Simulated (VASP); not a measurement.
Li2Se: single point with r2SCAN

The system is Li2Se.

```
Li Se
1.0
     0.00000    2.99278    2.99278
     2.99278    0.00000    2.99278
     2.99278    2.99278    0.00000
Li Se
2 1
Direct
  0.25000 0.25000 0.25000
  0.75000 0.75000 0.75000
  0.00000 0.00000 0.00000
```

```json
{"Program": "VASP 6.6.1", "Task": "single point", "Functional": "r2SCAN", "Potentials or basis": "VASP PAW PBE potentials, release 64 (Li_sv, Se)", "Cutoff": "830 eV", "k mesh": "8 × 8 × 8", "Occupations": "fermi-dirac, width 0.02 eV", "Spin": "no spin polarisation"}
```

- Pressure: -0.1 GPa
- Band gap on the k mesh: 3.46 eV (least direct gap 4.18 eV)

Levels at points of the mesh, in eV from the valence-band top:
| k point | band 2 | band 3 | band 4 | band 5 | band 6 | band 7 | band 8 | band 9 | band 10 | band 11 |
| --- | --- | --- | --- | --- | --- | --- | --- | --- | --- | --- |
| (0.00, 0.00, 0.00) | -46.12 | -11.80 | 0.00 | 0.00 | 0.00 | 4.18 | 6.31 | 6.31 | 6.31 | 11.21 |
| (0.50, 0.00, 0.00) | -46.13 | -11.41 | -2.92 | -0.53 | -0.53 | 5.98 | 6.60 | 6.60 | 8.65 | 12.67 |
| (0.50, 0.50, 0.00) | -46.12 | -11.29 | -2.27 | -1.45 | -1.45 | 3.46 | 7.00 | 11.38 | 11.38 | 12.67 |

Run time: 81 s on 1 thread of Intel(R) Xeon(R) 6975P-C (Granite Rapids) (shared host), peak memory 0.27 GiB.

Caveat: the PAW data sets were made with another functional, which shifts forces and pressure a little. A k mesh can miss the band edges.
